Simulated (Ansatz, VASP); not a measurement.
**LaAl3As2H6O14 in VASP and in Ansatz**

The input INCAR:

```
ALGO = Normal
EDIFF = 1E-7
EDIFFG = -0.02
ENCUT = 520
GGA = PE
GGA_COMPAT = F
IBRION = 2
ISIF = 2
ISMEAR = -1
KPAR = 4
LASPH = T
LCHARG = F
LMAXMIX = 6
LREAL = F
LWAVE = F
NELM = 200
NELMIN = 4
NSW = 80
PREC = Accurate
SIGMA = 0.02
```

Contents of KPOINTS:

```
k-points
0
Gamma
  4 4 4
```

POSCAR

```
LaAl3As2H6O14
1.0
    3.5158000000      2.0298480764      5.5050333333
   -3.5158000000      2.0298480764      5.5050333333
    0.0000000000     -4.0596961528      5.5050333333
La Al H As O
1 3 6 2 14
Direct
    0.0000000000      0.0000000000      0.0000000000
    0.0000000000      0.0000000000      0.5000000000
    0.5000000000      0.0000000000      0.0000000000
    0.0000000000      0.5000000000      0.0000000000
    0.3160000000      0.7340000000      0.3160000000
    0.3160000000      0.3160000000      0.7340000000
    0.7340000000      0.3160000000      0.3160000000
    0.6840000000      0.2660000000      0.6840000000
    0.2660000000      0.6840000000      0.6840000000
    0.6840000000      0.6840000000      0.2660000000
    0.3149200000      0.3149200000      0.3149200000
    0.6850800000      0.6850800000      0.6850800000
    0.5854300000      0.5854300000      0.5854300000
    0.4145700000      0.4145700000      0.4145700000
    0.1502200000      0.5357600000      0.1502200000
    0.1502200000      0.1502200000      0.5357600000
    0.5357600000      0.1502200000      0.1502200000
    0.8497800000      0.4642400000      0.8497800000
    0.4642400000      0.8497800000      0.8497800000
    0.8497800000      0.8497800000      0.4642400000
    0.2597400000      0.8915500000      0.2597400000
    0.2597400000      0.2597400000      0.8915500000
    0.8915500000      0.2597400000      0.2597400000
    0.7402600000      0.1084500000      0.7402600000
    0.1084500000      0.7402600000      0.7402600000
    0.7402600000      0.7402600000      0.1084500000
```

Input for Ansatz:

```yaml
crystal:
  lattice:
    - [3.5158, 2.0298480764, 5.5050333333]
    - [-3.5158, 2.0298480764, 5.5050333333]
    - [0.0, -4.0596961528, 5.5050333333]
  atoms:
    - { symbol: La, position: [0.0, 0.0, 0.0] }
    - { symbol: Al, position: [0.0, 0.0, 0.5] }
    - { symbol: Al, position: [0.5, 0.0, 0.0] }
    - { symbol: Al, position: [0.0, 0.5, 0.0] }
    - { symbol: H, position: [0.316, 0.734, 0.316] }
    - { symbol: H, position: [0.316, 0.316, 0.734] }
    - { symbol: H, position: [0.734, 0.316, 0.316] }
    - { symbol: H, position: [0.684, 0.266, 0.684] }
    - { symbol: H, position: [0.266, 0.684, 0.684] }
    - { symbol: H, position: [0.684, 0.684, 0.266] }
    - { symbol: As, position: [0.31492, 0.31492, 0.31492] }
    - { symbol: As, position: [0.68508, 0.68508, 0.68508] }
    - { symbol: O, position: [0.58543, 0.58543, 0.58543] }
    - { symbol: O, position: [0.41457, 0.41457, 0.41457] }
    - { symbol: O, position: [0.15022, 0.53576, 0.15022] }
    - { symbol: O, position: [0.15022, 0.15022, 0.53576] }
    - { symbol: O, position: [0.53576, 0.15022, 0.15022] }
    - { symbol: O, position: [0.84978, 0.46424, 0.84978] }
    - { symbol: O, position: [0.46424, 0.84978, 0.84978] }
    - { symbol: O, position: [0.84978, 0.84978, 0.46424] }
    - { symbol: O, position: [0.25974, 0.89155, 0.25974] }
    - { symbol: O, position: [0.25974, 0.25974, 0.89155] }
    - { symbol: O, position: [0.89155, 0.25974, 0.25974] }
    - { symbol: O, position: [0.74026, 0.10845, 0.74026] }
    - { symbol: O, position: [0.10845, 0.74026, 0.74026] }
    - { symbol: O, position: [0.74026, 0.74026, 0.10845] }
kpoints:
  mp_grid: { grid: [4, 4, 4] }
scf:
  occupations: { method: fermi_dirac, width: 0.02 }
hamiltonian:
  xc: pbe
  pseudopotentials: { kind: paw }
output:
  forces: true
  stress: true
  populations: true
  efg:
    quadrupole_moments_barn: { La: 0.206, Al: 0.1466, H: 0.00285783, As: 0.311, O: -0.02558 }
    contact_densities: true
  write_density: true
  write_potential: true
  elf: true
  volumetric_format: npy
relax:
  f_tol: 0.02
  max_steps: 60
```

Alike in both runs: task relaxation of the atoms; functional PBE; k mesh 4 × 4 × 4; occupations fermi-dirac, width 0.02 eV; no spin polarisation.

```csv
,VASP,Ansatz
version,VASP 6.6.1,Ansatz 0.2.0
potentials or method,"VASP PAW PBE potentials, release 64 (La, Al, H, As, O)","plane-wave PAW, scalar-relativistic"
plane-wave cutoff (eV),520,420
valence electrons in the cell,120,140
```

|  | VASP | Ansatz | Ansatz less VASP |
| --- | --- | --- | --- |
| gap on the k mesh at the Fermi level, each at its own relaxed structure (eV) | 4.33 | 4.49 | +0.163 |

VASP's potentials hold 120 valence electrons a cell and Ansatz's 140, so a difference there can come from the potentials and not from the codes. Ansatz's warnings: stress scf threshold loose.

Neither program's run includes spin-orbit coupling.
